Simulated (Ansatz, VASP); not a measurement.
## Two plane-wave programs on NbP

The input INCAR:

```
SYSTEM = NbP
PREC = Accurate
ENCUT = 520
EDIFF = 1E-7
ISMEAR = 1
SIGMA = 0.15
LREAL = .FALSE.
LASPH = .TRUE.
NELM = 60
ALGO = Normal
ISIF = 2
LWAVE = .FALSE.
LCHARG = .TRUE.
GGA = PE
LELF = .TRUE.
LVHAR = .TRUE.
NBANDS = 26
```

File KPOINTS:

```
regular mesh
0
G
  11 11 11
  0 0 0
```

Contents of POSCAR:

```
NbP
1.0
   -1.7394058193      1.7394058193      5.9610955737
    1.7394058193     -1.7394058193      5.9610955737
    1.7394058193      1.7394058193     -5.9610955737
Nb P
2 2
Direct
    0.7498808000      0.7498808000      0.0000000000
    0.4998808000      0.9998808000      0.5000000000
    0.3327477700      0.3327477700      0.0000000000
    0.0827477800      0.5827477800      0.5000000000
```

Input for Ansatz:

```yaml
crystal:
  lattice:
    - [-1.7394058193356563, 1.7394058193356563, 5.961095573727455]
    - [1.7394058193356563, -1.7394058193356563, 5.961095573727455]
    - [1.7394058193356563, 1.7394058193356563, -5.961095573727455]
  atoms:
    - { symbol: Nb, position: [0.7498808, 0.7498808, 0.0] }
    - { symbol: Nb, position: [0.4998808, 0.9998808, 0.5] }
    - { symbol: P, position: [0.33274777, 0.33274777, 0.0] }
    - { symbol: P, position: [0.08274778, 0.58274778, 0.5] }
basis:
  ecutwfc: 450.0
kpoints:
  mp_grid:
    grid: [11, 11, 11]
hamiltonian:
  xc: pbe
scf:
  occupations:
    method: methfessel_paxton
    width: 0.15
output:
  stress: true
```

Alike in both runs: task single point; functional PBE; k mesh 11 × 11 × 11; occupations methfessel-paxton of order 1, width 0.15 eV; no spin polarisation.

|  | VASP | Ansatz |
| --- | --- | --- |
| version | VASP 6.6.1 | Ansatz 0.2.0 |
| potentials or method | VASP PAW PBE potentials, release 64 (Nb_sv, P), cutoff 520 eV | plane waves, PAW |
| valence electrons in the cell | 36 | 36 |

|  | VASP | Ansatz | Ansatz less VASP |
| --- | --- | --- | --- |
| pressure (GPa) | -17.7 | -17.4 | +0.25 |
| traceless stress, the component that is largest in VASP (GPa) | 1.46 | 1.44 | -0.015 |
